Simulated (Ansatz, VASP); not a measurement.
One calculation of GaP, two programs

```
CELL_PARAMETERS angstrom
0.00000 2.60577 2.60577
2.60577 0.00000 2.60577
2.60577 2.60577 0.00000
ATOMIC_POSITIONS crystal
Ga 0.00000 0.00000 0.00000
P 0.25000 0.25000 0.25000
```

Change from the starting cell: volume scaled by 0.88, LAPW.

Alike in both runs: task single point; functional PBEsol; k mesh 12 × 12 × 12; occupations fermi-dirac, width 0.05 eV; no spin polarisation.

```csv
,VASP,Ansatz
version,VASP 6.6.1,Ansatz 0.2.0
potentials or method,"VASP PAW PBE potentials, release 64 (Ga_d, P), cutoff 520 eV","all-electron LAPW, scalar-relativistic"
```

|  | VASP | Ansatz | Ansatz less VASP |
| --- | --- | --- | --- |
| pressure (GPa) | 14.2 | 14.4 | +0.15 |

VASP's potentials were made for PBE, not for PBEsol. Ansatz ran all-electron here, and VASP with PAW potentials.
